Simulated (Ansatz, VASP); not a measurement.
## CdSe: VASP beside Ansatz

```
CELL_PARAMETERS angstrom
4.24738 0.00000 0.00000
-2.12369 3.67834 0.00000
0.00000 0.00000 6.94203
ATOMIC_POSITIONS crystal
Cd 0.33333 0.66667 0.00485
Cd 0.66667 0.33333 0.50485
Se 0.33333 0.66667 0.38015
Se 0.66667 0.33333 0.88015
```

Alike in both runs: functional LDA; k mesh 12 × 12 × 6; no spin polarisation.

Ansatz relaxed the structure, and its values are those at the end. VASP's run is a single point on that final structure, the one shown.

|  | VASP | Ansatz |
| --- | --- | --- |
| version | VASP 6.6.1 | Ansatz 0.2.0 |
| potentials or method | VASP PAW LDA potentials, release 64 (Cd, Se), cutoff 520 eV | scalar-relativistic, plane waves, PAW |
| occupations | gaussian, width 0.01 eV | fixed |
| valence electrons in the cell | 36 | 72 |

Ansatz gave:

* gap on the k mesh at the Fermi level (eV): 0.46
* least direct gap on the mesh (eV): 0.46
* pressure (GPa): 0.0

Task: Which values does VASP return?

Result: gap on the k mesh at the Fermi level (eV): 0.50; least direct gap on the mesh (eV): 0.50; pressure (GPa): 0.5.

LDA's correlation is that of Perdew and Zunger in VASP and of Perdew and Wang (1992) in Ansatz. VASP's potentials hold 36 valence electrons a cell and Ansatz's 72, so a difference there can come from the potentials and not from the codes.
